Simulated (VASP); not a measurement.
# SnO2 (I4_1/amd) in VASP: further runs, part 3 of 3

VASP 6.6.1. The steps go on from the part before.

## 5. Single point, LDA (strain -0.0200 x Voigt [0, 0, 1, 0, 0, 0])

INCAR

```
  ALGO = Normal
  EDIFF = 1E-6
  ENCUT = 520
  ISIF = 2
  ISMEAR = 0
  LASPH = T
  LCHARG = F
  LREAL = F
  LWAVE = F
  NBANDS = 35
  NELM = 60
  PREC = Accurate
  SIGMA = 0.05
```

KPOINTS

```
k-points
0
Gamma
  10 10 10
```

POSCAR

```
SnO2
1.0
   -1.9861130355      1.9861130355      4.9883644367
    1.9861130355     -1.9861130355      4.9883644367
    1.9861130355      1.9861130355     -4.9883644367
Sn O
2 4
Direct
    0.7500000000      0.2500000000      0.5000000000
    0.0000000000      0.0000000000      0.0000000000
    0.7969975836      0.7969975836      0.0000000000
    0.9530024164      0.4530024164      0.5000000000
    0.2030024164      0.2030024164      0.0000000000
    0.5469975836      0.0469975836      0.5000000000
```

Potentials or basis: VASP PAW LDA potentials, release 64 (Sn_d, O).

Started as:

```sh
cat potpaw_LDA.64/Sn_d/POTCAR potpaw_LDA.64/O/POTCAR > POTCAR
mpirun -np 1 vasp_std > vasp.out
```

OUTCAR:

```text
EDIFF = 1E-6
   ENCUT = 520
   ISIF = 2
   ISMEAR = 0
   LASPH = T
   LREAL = F
   NELM = 60
   PREC = Accurate

 ion  position               nearest neighbor table
   1  0.750  0.250  0.500-   4 2.03   6 2.03   5 2.04   3 2.04   3 2.04   5 2.04   2 3.19   2 3.19
                             2 3.19   2 3.19
   2  0.000  0.000  0.000-   3 2.03   5 2.03   4 2.04   6 2.04   6 2.04   4 2.04   1 3.19   1 3.19
                             1 3.19   1 3.19
   3  0.797  0.797  0.000-   2 2.03   1 2.04   1 2.04
   4  0.953  0.453  0.500-   1 2.03   2 2.04   2 2.04
   5  0.203  0.203  0.000-   2 2.03   1 2.04   1 2.04
   6  0.547  0.047  0.500-   1 2.03   2 2.04   2 2.04

  LATTYP: Found a body centered tetragonal cell.
 ALAT       =     3.9722260710
 C/A-ratio  =     2.5116216185

  Lattice vectors:

 A1 = (  -1.9861130355,   1.9861130355,   4.9883644367)
 A2 = (   1.9861130355,  -1.9861130355,   4.9883644367)
 A3 = (   1.9861130355,   1.9861130355,  -4.9883644367)

Analysis of symmetry for initial positions (statically):
=====================================================================
 Subroutine PRICEL returns:
 Original cell was already a primitive cell.

 Routine SETGRP: Setting up the symmetry group for a
 body centered tetragonal supercell.

 Subroutine GETGRP returns: Found 16 space group operations
 (whereof  8 operations were pure point group operations)
 out of a pool of 16 trial point group operations.

The static configuration has the point symmetry D_2d.
 The point group associated with its full space group is D_4h.

Analysis of symmetry for dynamics (positions and initial velocities):
=====================================================================
 Subroutine PRICEL returns:
 Original cell was already a primitive cell.

 Routine SETGRP: Setting up the symmetry group for a
 body centered tetragonal supercell.

[... 127 lines left out ...]
   EFERMI =   0.00;   METHOD = LEGACY
   ISMEAR =     0;   SIGMA  =   0.05  broadening in eV -4-tet -1-fermi 0-gaus
   EFERMI_NEDOS =   21; number of points for ismear=-14 and -15
   IALGO  =     38    algorithm
   IMIX   =      4    mixing-type and parameters
     AMIX     =   0.40;   BMIX     =  1.00
     AMIX_MAG =   1.60;   BMIX_MAG =  1.00
  volume/ion in A,a.u.               =      13.12        88.53
  Fermi-wavevector in a.u.,A,eV,Ry     =   1.425828  2.694425 27.660461  2.032987
  Thomas-Fermi vector in A             =   2.546171
   LORBIT       =      0    0 simple, 1 ext, 2 COOP (PROOUT), +10 PAW based schemes
   GGA     = CA    functional components
   LHFCALC =     F    Hartree Fock is set to
   AEXX    =    0.0000 exact exchange contribution
   IVDW    =     0    specifies the selected vdW correction
   LEPSILON=     F    determine dielectric tensor
   LRPA    =     F    only Hartree local field effects (RPA)
 non-spin polarized calculation
 Gauss-broadening in eV      SIGMA  =   0.05
  energy-cutoff  :      520.00
  volume of cell :       78.71
 maximum number of plane-waves:      2150
 NGX is ok and might be reduce to    48
   NGX = 21   NGY = 21   NGZ = 21

 number of electron      52.0000003 magnetization

 Free energy of the ion-electron system (eV)
  ---------------------------------------------------
  ext. energy  EPLUGINS =         0.00000000
  ---------------------------------------------------
  free energy    TOTEN  =       -41.67860558 eV

  energy without entropy =      -41.67860558  energy(sigma->0) =      -41.67860558

 E-fermi :   4.3487     XC(G=0): -11.0646

 val. band max:        4.1445886421   @ k =   0.3000   0.3000   0.2000
 cond. band min:       6.1974455063   @ k =   0.0000   0.0000   0.0000
 fundamental gap:      2.0528568641
 Fermi energy:         4.3486591027

 k-point     1 :       0.0000    0.0000    0.0000
  band No.  band energies     occupation
      1     -16.2107      2.00000
      2     -16.1053      2.00000
      3     -15.9373      2.00000
      4     -15.4466      2.00000
      5     -15.2232      2.00000
      6     -15.2232      2.00000
[... 901 lines left out ...]
     34      15.6371      0.00000
     35      16.8645      0.00000

 [... further k-points ...]
[... 5 lines left out ...]
  --------------------------------------------------------------------------------------
  -------------------------------------------------------------------------------------
  Total        1.7043746      1.7043746      4.9107280      0.0000000      0.0000000      0.0000000
  in kB       34.6936141     34.6936141     99.9609501      0.0000000      0.0000000      0.0000000
  external PRESSURE =      56.4493927 kB  Pullay stress =       0.0000000 kB

 VOLUME and BASIS-vectors are now :
 -----------------------------------------------------------------------------
  energy-cutoff  :      520.00
  volume of cell :       78.71
      direct lattice vectors                 reciprocal lattice vectors
    -1.986113036  1.986113036  4.988364437     0.000000000  0.251748008  0.100233254
     1.986113036 -1.986113036  4.988364437     0.251748008  0.000000000  0.100233254
     1.986113036  1.986113036 -4.988364437     0.251748008  0.251748008  0.000000000

 POSITION                                       TOTAL-FORCE (eV/Angst)
 -----------------------------------------------------------------------------------
     -0.00000      1.98611      2.49418        -0.000000     -0.000000     -0.000000
      0.00000      0.00000      0.00000        -0.000000     -0.000000     -0.000000
      0.00000      0.00000      7.95143        -0.000000      0.000000     -0.470792
     -0.00000      1.98611      4.51948         0.000000     -0.000000      0.470792
      0.00000      0.00000      2.02530        -0.000000      0.000000      0.470792
      0.00000      1.98611      0.46888         0.000000     -0.000000     -0.470792
 -----------------------------------------------------------------------------------
    total drift:                                0.000000     -0.000000      0.000000

  FREE ENERGIE OF THE ION-ELECTRON SYSTEM (eV)
  ---------------------------------------------------
  free  energy   TOTEN  =       -41.6786055839 eV

  energy  without entropy=      -41.6786055839  energy(sigma->0) =      -41.67860558
```

stdout:

```text
POSCAR found type information on POSCAR SnO
 POSCAR found :  2 types and       6 ions
 scaLAPACK will be used
 LDA part: xc-table for (Slater(with rela. corr.)+CA(PZ))
 , standard interpolation
 POSCAR, INCAR and KPOINTS ok, starting setup
 FFT: planning ... GRIDC
 FFT: planning ... GRID_SOFT
 FFT: planning ... GRID
 WAVECAR not read
 entering main loop
```

Wall time 11 min (1 thread of Intel Xeon Platinum 8488C (Sapphire Rapids), shared host); peak memory 0.39 GiB.

Results:

```yaml
Free_energy: -41.6786 eV
Pressure: 5.6 GPa
Largest_force: 0.471 eV/Å
Band_gap_on_the_k_mesh: 2.05 eV (least direct gap 2.48 eV)
```

Forces in eV/Å, atoms in the order of the input:
```
Sn   0.000  0.000  0.000
Sn   0.000  0.000  0.000
O    0.000  0.000 -0.471
O    0.000  0.000  0.471
O    0.000  0.000  0.471
O    0.000  0.000 -0.471
```

Caveat: the cell differs from its parent crystal (strain -0.0200 x Voigt [0, 0, 1, 0, 0, 0]); the cell stands under pressure; spin-orbit coupling is left out, which moves the levels of the heavy elements. A k mesh can miss the band edges.

## 6. Single point, LDA (strain -0.0150 x Voigt [0, 0, 1, 0, 0, 0])

INCAR

```
ALGO     = Normal         # electronic algorithm
EDIFF    = 1E-6           # SCF threshold, eV
ENCUT    = 520            # plane-wave cutoff, eV
ISIF     = 2              # what is computed and relaxed
ISMEAR   = 0              # smearing method
LASPH    = T              # aspherical terms in the spheres
LCHARG   = F              # write CHGCAR
LREAL    = F              # projectors in reciprocal space
LWAVE    = F              # write WAVECAR
NBANDS   = 35             # bands
NELM     = 100            # most SCF steps
PREC     = Accurate       # precision mode
SIGMA    = 0.05           # smearing width, eV
```

KPOINTS is that of step 5.

Edit POSCAR of step 5 so:

```diff
@@ -2,5 +2,5 @@
 1.0
-   -1.9861130355      1.9861130355      4.9883644367
-    1.9861130355     -1.9861130355      4.9883644367
-    1.9861130355      1.9861130355     -4.9883644367
+   -1.9861130355      1.9861130355      5.0138152757
+    1.9861130355     -1.9861130355      5.0138152757
+    1.9861130355      1.9861130355     -5.0138152757
 Sn O
```

Potentials or basis: VASP PAW LDA potentials, release 64 (Sn_d, O).

Started as:

```sh
cat potpaw_LDA.64/Sn_d/POTCAR potpaw_LDA.64/O/POTCAR > POTCAR
mpirun -np 1 vasp_std > vasp.out
```

Wall time 9.1 min (1 thread of Intel Xeon Platinum 8488C (Sapphire Rapids), shared host); peak memory 0.39 GiB.

The run converged. Its results:

```
Free energy            : -41.7012 eV
Pressure               : 4.4 GPa
Largest force          : 0.353 eV/Å
Band gap on the k mesh : 1.98 eV (least direct gap 2.40 eV)
```

Forces in eV/Å, atoms in the order of the input:
```
Sn   0.000  0.000  0.000
Sn   0.000  0.000  0.000
O    0.000  0.000 -0.353
O    0.000  0.000  0.353
O    0.000  0.000  0.353
O    0.000  0.000 -0.353
```

Stress tensor (GPa, compression positive):
```
2.78 0.00 0.00
0.00 2.78 0.00
0.00 0.00 7.60
```

Levels at points of the mesh, in eV from the valence-band top:
| k point | band 23 | band 24 | band 25 | band 26 | band 27 | band 28 | band 29 | band 30 |
| --- | --- | --- | --- | --- | --- | --- | --- | --- |
| (0.00, 0.00, 0.00) | -0.69 | -0.69 | -0.42 | -0.42 | 1.98 | 5.94 | 9.23 | 9.85 |
| (0.50, 0.00, 0.00) | -0.82 | -0.80 | -0.59 | -0.36 | 5.26 | 6.51 | 8.00 | 8.68 |
| (0.50, 0.50, 0.00) | -0.76 | -0.76 | -0.06 | -0.06 | 7.58 | 7.58 | 7.74 | 7.74 |
| (0.50, 0.50, 0.50) | -1.07 | -1.07 | -0.31 | -0.31 | 4.65 | 4.65 | 7.55 | 7.55 |

Caveat: the cell differs from its parent crystal (strain -0.0150 x Voigt [0, 0, 1, 0, 0, 0]); the cell stands under pressure; spin-orbit coupling is left out, which moves the levels of the heavy elements.

## 7. Single point, LDA (strain -0.0100 x Voigt [0, 0, 1, 0, 0, 0])

INCAR

```
SYSTEM = SnO2
PREC = Accurate
ENCUT = 520
EDIFF = 1E-7
ISMEAR = 0
SIGMA = 0.05
LREAL = .FALSE.
LASPH = .TRUE.
NELM = 100
ALGO = Normal
ISIF = 2
LWAVE = .FALSE.
LCHARG = .FALSE.
NBANDS = 35
```

KPOINTS

```
Automatic mesh
0
G
  10 10 10
  0 0 0
```

Edit POSCAR of step 6 so:

```diff
@@ -2,5 +2,5 @@
 1.0
-   -1.9861130355      1.9861130355      5.0138152757
-    1.9861130355     -1.9861130355      5.0138152757
-    1.9861130355      1.9861130355     -5.0138152757
+   -1.9861130355      1.9861130355      5.0392661147
+    1.9861130355     -1.9861130355      5.0392661147
+    1.9861130355      1.9861130355     -5.0392661147
 Sn O
```

Potentials or basis: VASP PAW LDA potentials, release 64 (Sn_d, O).

Started as:

```sh
cat potpaw_LDA.64/Sn_d/POTCAR potpaw_LDA.64/O/POTCAR > POTCAR
mpirun -np 1 vasp_std > vasp.out
```

OUTCAR:

```text
SYSTEM = SnO2
   PREC = Accurate
   ENCUT = 520
   EDIFF = 1E-7
   ISMEAR = 0
   LREAL = .FALSE.
   LASPH = .TRUE.
   NELM = 100
   ISIF = 2

 ion  position               nearest neighbor table
   1  0.750  0.250  0.500-   3 2.04   5 2.04   3 2.04   5 2.04   4 2.05   6 2.05   2 3.21   2 3.21
                             2 3.21   2 3.21
   2  0.000  0.000  0.000-   6 2.04   4 2.04   6 2.04   4 2.04   3 2.05   5 2.05   1 3.21   1 3.21
                             1 3.21   1 3.21
   3  0.797  0.797  0.000-   1 2.04   1 2.04   2 2.05
   4  0.953  0.453  0.500-   2 2.04   2 2.04   1 2.05
   5  0.203  0.203  0.000-   1 2.04   1 2.04   2 2.05
   6  0.547  0.047  0.500-   2 2.04   2 2.04   1 2.05

[... 1122 lines left out ...]
  Total        1.0437478      1.0437478      2.6484638      0.0000000      0.0000000      0.0000000
  in kB       21.0315335     21.0315335     53.3665846      0.0000000      0.0000000      0.0000000
  external PRESSURE =      31.8098839 kB  Pullay stress =       0.0000000 kB

 VOLUME and BASIS-vectors are now :
 -----------------------------------------------------------------------------
  energy-cutoff  :      520.00
  volume of cell :       79.51
      direct lattice vectors                 reciprocal lattice vectors
    -1.986113036  1.986113036  5.039266115     0.000000000  0.251748008  0.099220797
     1.986113036 -1.986113036  5.039266115     0.251748008  0.000000000  0.099220797
     1.986113036  1.986113036 -5.039266115     0.251748008  0.251748008  0.000000000

 POSITION                                       TOTAL-FORCE (eV/Angst)
 -----------------------------------------------------------------------------------
     -0.00000      1.98611      2.51963         0.000000      0.000000     -0.000000
      0.00000      0.00000      0.00000         0.000000      0.000000     -0.000000
      0.00000      0.00000      8.03257        -0.000000      0.000000     -0.241165
     -0.00000      1.98611      4.56560         0.000000     -0.000000      0.241165
      0.00000      0.00000      2.04597        -0.000000      0.000000      0.241165
      0.00000      1.98611      0.47367         0.000000     -0.000000     -0.241165
 -----------------------------------------------------------------------------------
    total drift:                                0.000000     -0.000000      0.000000

  FREE ENERGIE OF THE ION-ELECTRON SYSTEM (eV)
  ---------------------------------------------------
  free  energy   TOTEN  =       -41.7179708588 eV

  energy  without entropy=      -41.7179708588  energy(sigma->0) =      -41.71797086
```

Wall time 7.4 min (1 thread of Intel Xeon Platinum 8488C (Sapphire Rapids), shared host); peak memory 0.4 GiB.

What came out:

* Free energy: -41.7180 eV
* Pressure: 3.2 GPa
* Largest force: 0.241 eV/Å
* Band gap on the k mesh: 1.91 eV (least direct gap 2.32 eV)

Forces on the atoms (eV/Å):
```
Sn   0.000  0.000  0.000
Sn   0.000  0.000  0.000
O    0.000  0.000 -0.241
O    0.000  0.000  0.241
O    0.000  0.000  0.241
O    0.000  0.000 -0.241
```

Stress tensor (GPa, compression positive):
```
2.10 0.00 0.00
0.00 2.10 0.00
0.00 0.00 5.34
```

Levels at points of the mesh, in eV from the valence-band top:
```tsv
k point	band 23	band 24	band 25	band 26	band 27	band 28	band 29	band 30
(0.00, 0.00, 0.00)	-0.68	-0.68	-0.41	-0.41	1.91	5.85	9.19	9.79
(0.50, 0.00, 0.00)	-0.81	-0.79	-0.59	-0.36	5.20	6.44	7.95	8.64
(0.50, 0.50, 0.00)	-0.78	-0.78	-0.05	-0.05	7.52	7.52	7.71	7.71
(0.50, 0.50, 0.50)	-1.07	-1.07	-0.30	-0.30	4.57	4.57	7.51	7.51
```

Caveat: the cell differs from its parent crystal (strain -0.0100 x Voigt [0, 0, 1, 0, 0, 0]); the cell stands under pressure; spin-orbit coupling is left out, which moves the levels of the heavy elements.

## 8. The runs side by side

```csv
cell,gap on the mesh (eV),pressure (GPa),largest force (eV/Å)
"a = 5.791 Å, angles 139.9, 139.9, 58.0°, 6 atoms",1.84,2.0,0.14
"a = 5.836 Å, angles 140.2, 140.2, 57.5°, 6 atoms",1.69,-0.1,0.05
"a = 5.858 Å, angles 140.4, 140.4, 57.3°, 6 atoms",1.62,-1.2,0.14
"a = 5.725 Å, angles 139.4, 139.4, 58.8°, 6 atoms",2.05,5.6,0.47
"a = 5.747 Å, angles 139.6, 139.6, 58.5°, 6 atoms",1.98,4.4,0.35
"a = 5.769 Å, angles 139.7, 139.7, 58.3°, 6 atoms",1.91,3.2,0.24
```

Alike in all rows: task single point; level LDA; potentials or basis VASP PAW LDA potentials, release 64 (Sn_d, O); no spin polarisation; k mesh 10 × 10 × 10; cutoff (eV) 520; smearing gaussian 0.05 eV.

Caveats: spin-orbit coupling is left out, which moves the levels of the heavy elements; the cell stands under pressure (at least some runs).

Absolute energies hang on the potentials; compare differences alone.
